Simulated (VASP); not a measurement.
Runs of VASP 6.6.1 on BaCo3. The structure is that of space group Pm-3m (No. 221), or close to it. The cells are those of the table. 

```csv
cell,gap on the mesh (eV),pressure (GPa),moment (μB)
"a = 3.947 Å, 4 atoms",none,2.8,3.85
"a = 3.895 Å, 4 atoms",none,7.0,3.82
"a = 3.868 Å, 4 atoms",none,(b),3.82
"a = 3.972 Å, 4 atoms",none,(a),3.87
```

Alike in all rows: task single point; level PBEsol; potentials or basis VASP PAW PBE potentials, release 64 (Ba_sv, Co); spin collinear, ferromagnetic start; k mesh 8 × 8 × 8; cutoff (eV) 520; smearing gaussian 0.05 eV.

Problem. Fill in the values left out.

Solution. (a) 1.0; (b) 9.6.

Caveats: the PAW data sets were made with another functional, which shifts forces and pressure a little; spin-orbit coupling is left out, which moves the levels of the heavy elements; the cell stands under pressure (at least some runs).

A k mesh can miss the band edges, and the runs leave out spin-orbit coupling on Ba.

A gap of «none» marks levels without a gap at the run's occupations.
